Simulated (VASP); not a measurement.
# C in VASP: further runs, part 3 of 3

VASP 6.6.1. The steps go on from the part before.

**5. Electric field gradients, LDA (zz strain of -1 %)**

File INCAR:

```
SYSTEM = C
PREC = Accurate
ENCUT = 520
EDIFF = 1E-8
ISMEAR = -1
SIGMA = 0.08
LREAL = .False.
LASPH = .True.
NELM = 80
ALGO = Normal
ISIF = 2
LWAVE = .False.
LCHARG = .False.
LEFG = .True.
NBANDS = 11
```

File KPOINTS:

```
regular mesh
0
Gamma
  20 20 20
  0 0 0
```

File POSCAR:

```
C
1.0
    0.0000000000      1.7834000000      1.7655660000
    1.7834000000      0.0000000000      1.7655660000
    1.7834000000      1.7834000000      0.0000000000
C
2
Direct
    0.5000000000      0.5000000000      0.5000000000
    0.7500000000      0.7500000000      0.7500000000
```

Potentials or basis: VASP PAW LDA potentials, release 64 (C).

Command:

```
$ cat potpaw_LDA.64/C/POTCAR > POTCAR
$ mpirun -np 1 vasp_std > vasp.out
```

OUTCAR:

```text
SYSTEM = C
   PREC = Accurate
   ENCUT = 520
   EDIFF = 1E-8
   ISMEAR = -1
   LREAL = .False.
   LASPH = .True.
   NELM = 80
   ISIF = 2

 ion  position               nearest neighbor table
   1  0.500  0.500  0.500-   2 1.54   2 1.54   2 1.54   2 1.54
   2  0.750  0.750  0.750-   1 1.54   1 1.54   1 1.54   1 1.54

  LATTYP: Found a body centered tetragonal cell.
 ALAT       =     2.5221084671
 C/A-ratio  =     1.4000714267

  Lattice vectors:

 A1 = (   0.0000000000,  -1.7834000000,  -1.7655660000)
 A2 = (   0.0000000000,   1.7834000000,  -1.7655660000)
 A3 = (   1.7834000000,   0.0000000000,   1.7655660000)

Analysis of symmetry for initial positions (statically):
=====================================================================
 Subroutine PRICEL returns:
 Original cell was already a primitive cell.

 Routine SETGRP: Setting up the symmetry group for a
 body centered tetragonal supercell.

 Subroutine GETGRP returns: Found 16 space group operations
 (whereof  8 operations were pure point group operations)
 out of a pool of 16 trial point group operations.

The static configuration has the point symmetry D_2d.
 The point group associated with its full space group is D_4h.

Analysis of symmetry for dynamics (positions and initial velocities):
=====================================================================
 Subroutine PRICEL returns:
 Original cell was already a primitive cell.

 Routine SETGRP: Setting up the symmetry group for a
 body centered tetragonal supercell.

 Subroutine GETGRP returns: Found 16 space group operations
 (whereof  8 operations were pure point group operations)
 out of a pool of 16 trial point group operations.

[... 165 lines left out ...]
      9      29.0071      0.00000
     10      36.3466      0.00000
     11      36.8612      0.00000
[... 309 lines left out ...]
 k-point    24 :      -0.3500    0.0500    0.0000
  band No.  band energies     occupation
      1      -7.8752      2.00000
      2      -0.4913      2.00000
      3       6.9312      2.00000
      4       7.4237      2.00000
      5      18.1072      0.00000
      6      18.3662      0.00000
      7      19.0739      0.00000
      8      25.0971      0.00000
      9      30.7715      0.00000
     10      32.7113      0.00000
     11      34.0806      0.00000

 [... further k-points ...]
[... 5 lines left out ...]
  --------------------------------------------------------------------------------------
  -------------------------------------------------------------------------------------
  Total       -0.7296997     -0.7296997     -0.0778491      0.0000000     -0.0000000      0.0000000
  in kB     -104.0982198   -104.0982198    -11.1058764      0.0000000     -0.0000000      0.0000000
  external PRESSURE =     -73.1007720 kB  Pullay stress =       0.0000000 kB

 VOLUME and BASIS-vectors are now :
 -----------------------------------------------------------------------------
  energy-cutoff  :      520.00
  volume of cell :       11.23
      direct lattice vectors                 reciprocal lattice vectors
     0.000000000  1.783400000  1.765566000    -0.280363351  0.280363351  0.283195304
     1.783400000  0.000000000  1.765566000     0.280363351 -0.280363351  0.283195304
     1.783400000  1.783400000  0.000000000     0.280363351  0.280363351 -0.283195304

 POSITION                                       TOTAL-FORCE (eV/Angst)
 -----------------------------------------------------------------------------------
      1.78340      1.78340      1.76557        -0.000000      0.000000      0.000000
      2.67510      2.67510      2.64835         0.000000     -0.000000      0.000000
 -----------------------------------------------------------------------------------
    total drift:                                0.000000     -0.000000      0.000000

  FREE ENERGIE OF THE ION-ELECTRON SYSTEM (eV)
  ---------------------------------------------------
  free  energy   TOTEN  =       -20.2395214414 eV

  energy  without entropy=      -20.2395214413  energy(sigma->0) =      -20.23952144

 Electric field gradients (V/A^2)
---------------------------------------------------------------------
 ion       V_xx      V_yy      V_zz      V_xy      V_xz      V_yz
---------------------------------------------------------------------
   1       0.190     0.190    -0.380    -0.000    -0.000    -0.000
   2       0.190     0.190    -0.380    -0.000    -0.000    -0.000
---------------------------------------------------------------------

 Electric field gradients after diagonalization (V/A^2)
 (convention: |V_zz| > |V_xx| > |V_yy|)
----------------------------------------------------------------------
 ion       V_xx      V_yy      V_zz     asymmetry (V_yy - V_xx)/ V_zz
----------------------------------------------------------------------
   1       0.190     0.190    -0.380       0.001
   2       0.190     0.190    -0.380       0.001
----------------------------------------------------------------------

           NMR quadrupolar parameters

 Cq : quadrupolar parameter    Cq=e*Q*V_zz/h
 eta: asymmetry parameters     (V_yy - V_xx)/ V_zz
 Q  : nuclear electric quadrupole moment in mb (millibarn)
----------------------------------------------------------------------
 ion       Cq(MHz)       eta       Q (mb)
----------------------------------------------------------------------
   1      -0.001       0.001       1.000
   2      -0.001       0.001       1.000
----------------------------------------------------------------------
```

OSZICAR:

```text
N       E                     dE             d eps       ncg     rms          rms(c)
DAV:   1    -0.128761957921E+01   -0.12876E+01   -0.47800E+03 14853   0.698E+02
DAV:   2    -0.206961734709E+02   -0.19409E+02   -0.18814E+02 18352   0.128E+02
DAV:   3    -0.210628391815E+02   -0.36667E+00   -0.36588E+00 16494   0.133E+01
DAV:   4    -0.210634766309E+02   -0.63745E-03   -0.63744E-03 15175   0.711E-01
DAV:   5    -0.210634775270E+02   -0.89610E-06   -0.89605E-06 16125   0.245E-02    0.577E+00
DAV:   6    -0.204526732575E+02    0.61080E+00   -0.32529E-01 14491   0.396E+00    0.335E+00
DAV:   7    -0.202396707192E+02    0.21300E+00   -0.38693E-01 15435   0.433E+00    0.730E-01
DAV:   8    -0.202395348437E+02    0.13588E-03   -0.95273E-03 14959   0.803E-01    0.288E-02
DAV:   9    -0.202395198044E+02    0.15039E-04   -0.36619E-05 16090   0.471E-02    0.207E-02
DAV:  10    -0.202395215158E+02   -0.17114E-05   -0.22272E-06 15472   0.123E-02    0.489E-03
DAV:  11    -0.202395214490E+02    0.66770E-07   -0.96746E-08 15692   0.233E-03    0.630E-04
DAV:  12    -0.202395214414E+02    0.75565E-08   -0.19619E-09  9000   0.404E-04
   1 F= -.20239521E+02 E0= -.20239521E+02  d E =-.151743E-09
```

Wall time 25 s (1 thread of Intel Xeon 6975P-C (Granite Rapids), shared host); peak memory 0.16 GiB.

What came out:

* Free energy: -20.2395 eV
* Pressure: -7.3 GPa
* Band gap on the k mesh: 3.87 eV (least direct gap 5.39 eV)
* Largest electric field gradient by atom: C -0.4 V/Å²

Electric field gradients, principal values (V/Å²):
| atom | least | middle | greatest (by size) |
| --- | --- | --- | --- |
| 1 C | 0.190 | 0.190 | -0.380 |
| 2 C | 0.190 | 0.190 | -0.380 |

Caveat: the cell differs from its parent crystal (zz strain of -1 %); the cell stands under tension; without QUAD_EFG the Cq values of the log hold for a quadrupole moment of 1 mb, not for the nuclei. A k mesh can miss the band edges.

**6. Overview**

```csv
task,cell,k mesh for the DOS,occupations for the DOS,gap on the mesh (eV),pressure (GPa)
electric field gradients,"a = 2.555 Å, angles 60.0°, 2 atoms",-,-,4.01,-27.1
single point,"a = 2.522 Å, angles 60.0°, 2 atoms",30 × 30 × 30,tetrahedron,-,-
electric field gradients,"a = 2.485, b = 2.485, c = 2.522 Å, angles 59.5, 59.5, 61.0°, 2 atoms",-,-,3.39,2.0
electric field gradients,"a = 2.510, b = 2.510, c = 2.522 Å, angles 59.8, 59.8, 60.3°, 2 atoms",-,-,3.87,-7.3
```

Alike in all rows: level LDA; potentials or basis VASP PAW LDA potentials, release 64 (C); no spin polarisation; k mesh 20 × 20 × 20; cutoff (eV) 520; smearing fermi-dirac 0.08 eV.

Caveats: the cell stands under tension (at least some runs).

Absolute energies hang on the potentials; compare differences alone.
